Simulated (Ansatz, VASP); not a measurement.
**Sr: VASP beside Ansatz**

```
Sr
1.0
    -2.32800    2.32800    2.42500
     2.32800   -2.32800    2.42500
     2.32800    2.32800   -2.42500
Sr
1
Direct
  0.00000 0.00000 0.00000
```

Change from the starting cell: strain -0.040 along x and y, +0.000 along z, atoms carried along.

Alike in both runs: task single point; functional r2SCAN; k mesh 14 × 14 × 14; occupations gaussian, width 0.15 eV; no spin polarisation.

|  | VASP | Ansatz |
| --- | --- | --- |
| version | VASP 6.6.1 | Ansatz 0.2.0 |
| potentials or method | VASP PAW PBE potentials, release 64 (Sr_sv), cutoff 520 eV | scalar-relativistic, plane waves, PAW |
| valence electrons in the cell | 10 | 10 |

Ansatz gave:

* gap on the k mesh at the Fermi level (eV): none
* pressure (GPa): 0.7
* traceless stress, the component that is largest in VASP (GPa): -0.05

**Question.** Which values does VASP return?

**Answer.** gap on the k mesh at the Fermi level (eV): none; pressure (GPa): 0.8; traceless stress, the component that is largest in VASP (GPa): -0.05.

VASP's potentials were made for PBE, not for r2SCAN. A gap of «none» marks a metal or a gap that the smearing closes.
